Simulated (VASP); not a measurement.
Here is a VASP 6.6.1 calculation.

Contents of INCAR:

```
  PREC = Accurate
  ENCUT = 520
  EDIFF = 1E-6
  ISMEAR = 0
  SIGMA = 0.02
  LREAL = Auto
  LASPH = T
  NELM = 60
  ALGO = Normal
  ISIF = 2
  LWAVE = F
  LCHARG = F
  GGA = PS
  NBANDS = 53
```

Contents of KPOINTS:

```
Automatic mesh
0
Gamma
  2 2 2
```

File POSCAR:

```
Si16Ge
1.0
    0.0000000000      5.4300000000      5.4300000000
    5.4300000000      0.0000000000      5.4300000000
    5.4300000000      5.4300000000      0.0000000000
Si Ge
16 1
Direct
    0.0781382136     -0.0255969613     -0.0256755985
    0.1335787293      0.1308908840      0.1308264273
   -0.0121501842      0.0098691529      0.5016989871
    0.1336283610      0.1306861878      0.6059331492
   -0.0121428177      0.5017667587      0.0098023020
    0.1336312155      0.6060146409      0.1306118785
   -0.0119780847      0.5015791897      0.5015033149
    0.0832814917      0.6392719153      0.6392023020
    0.5082585635      0.0185488029      0.0184981584
    0.7007344383      0.1001976059      0.1001163904
    0.5081974217      0.0183885820      0.4557920810
    0.6160068140      0.1449162063      0.6200294659
    0.5081971455      0.4558726519      0.0183234807
    0.6160087477      0.6200982505      0.1448433702
    0.4566419890      0.5148082873      0.5147390424
    0.6160848066      0.6200634438      0.6199967772
    0.4989872007      0.8341069061      0.8340174033
```

Potentials or basis: VASP PAW PBE potentials, release 64 (Si, Ge_d).

Run with:

```console
$ cat potpaw_PBE.64/Si/POTCAR potpaw_PBE.64/Ge_d/POTCAR > POTCAR
$ mpirun -np 1 vasp_std > vasp.out
```

Predict the band gap on the k mesh.

zero (band 39 reaches 6.70 eV, above the bottom of band 40 at 6.58 eV).

Estimate the largest force.

0.037 eV/Å.

What does it give for the pressure?

3.6 GPa.

Forces in eV/Å, atoms in the order of the input:
```
Si   0.003 -0.001 -0.001
Si  -0.009  0.001  0.001
Si  -0.003  0.001  0.000
Si   0.003  0.004  0.000
Si  -0.003  0.000  0.000
Si   0.003  0.000  0.004
Si   0.004  0.002  0.001
Si  -0.018  0.012  0.011
Si   0.007 -0.008 -0.007
Si  -0.011  0.007  0.007
Si   0.007 -0.004 -0.004
Si  -0.008  0.005 -0.012
Si   0.008 -0.004 -0.003
Si  -0.008 -0.012  0.006
Si  -0.005  0.008  0.008
Si   0.010  0.010  0.010
Ge   0.021 -0.021 -0.021
```

Caveat: the k points lie up to 0.50 Å⁻¹ apart; the PAW data sets were made with another functional, which shifts forces and pressure a little.
